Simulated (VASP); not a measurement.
Crystal: Au.

```
Au
1.0
    -1.62344    1.62344    1.62344
     1.62344   -1.62344    1.62344
     1.62344    1.62344   -1.62344
Au
1
Direct
  0.00000 0.00000 0.00000
```

This cell differs from its parent crystal: volume scaled by 0.94.

Base run:

- Program: VASP 6.6.1
- Functional: PBE
- Potentials or basis: VASP PAW PBE potentials, release 64 (Au)
- Cutoff: 520 eV
- k mesh: 11 × 11 × 11
- Occupations: fermi-dirac, width 0.05 eV
- Spin: no spin polarisation

Its results: pressure 8.4 GPa.

The run is repeated on the same cell with these changes: functional from PBE to r2SCAN. What comes out?

Pressure 5.4 GPa.

Caveats: the PAW data sets were made with another functional, which shifts forces and pressure a little (some runs).
